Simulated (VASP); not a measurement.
Input of a VASP 6.6.1 run:

Contents of INCAR:

```
SYSTEM = Be3Sn4P8
PREC     = Accurate       ! precision mode
ENCUT    = 520            ! plane-wave cutoff, eV
EDIFF    = 1E-6           ! SCF threshold, eV
ISMEAR   = 0              ! smearing method
SIGMA    = 0.05           ! smearing width, eV
LREAL    = Auto         
LASPH    = .True.         ! aspherical terms in the spheres
NELM     = 60             ! most SCF steps
ALGO     = Normal         ! electronic algorithm
ISIF     = 2              ! what is computed and relaxed
LWAVE    = .False.        ! write WAVECAR
LCHARG   = .False.        ! write CHGCAR
GGA      = PS             ! functional
NBANDS   = 64             ! bands
```

KPOINTS

```
regular mesh
0
Gamma
  4 4 4
  0 0 0
```

The input POSCAR:

```
Be3Sn4P8
1.0
   -2.6862993047     -2.6862993047      5.4102047162
   -2.6862993047     -2.6862993047     -5.4102047162
    5.3725986094     -5.3725986094      0.0000000000
Be Sn P
3 4 8
Direct
    0.9973254920      0.5026745240      0.2500000647
    0.0048672106      0.0042326690      0.5050511302
    0.4957673674      0.4951328258     -0.0050510939
    0.5083902966      0.9916097194      0.2500000647
    0.9928558829      0.5071441330      0.7500000080
    0.5010928314      0.5006752871      0.5028373040
   -0.0006752507     -0.0010927950     -0.0028372676
    0.6516559398      0.9033595391      0.5458611769
    0.1481698482      0.4038793957      0.0260509876
    0.1003231923      0.8507461824      0.2788836667
    0.5855780496      0.3273654544      0.7746749390
    0.1726345914      0.9144218639      0.7253249839
    0.6492537311      0.3996768535      0.2211163696
    0.0961206406      0.3518301882      0.4739490487
    0.5966404768      0.8483440761      0.9541388391
```

Potentials or basis: VASP PAW PBE potentials, release 64 (Be, Sn_d, P).

Run with:

```sh
$ cat potpaw_PBE.64/Be/POTCAR potpaw_PBE.64/Sn_d/POTCAR potpaw_PBE.64/P/POTCAR > POTCAR
$ mpirun -np 1 vasp_std > vasp.out
```

Q: What does it give for the pressure?

A: -2.4 GPa.

Q: Predict the largest force.

A: 0.020 eV/Å.

Stress tensor (GPa, compression positive):
```
-2.55  0.13  0.00
 0.13 -2.67  0.00
 0.00  0.00 -1.88
```

Caveat: the PAW data sets were made with another functional, which shifts forces and pressure a little.
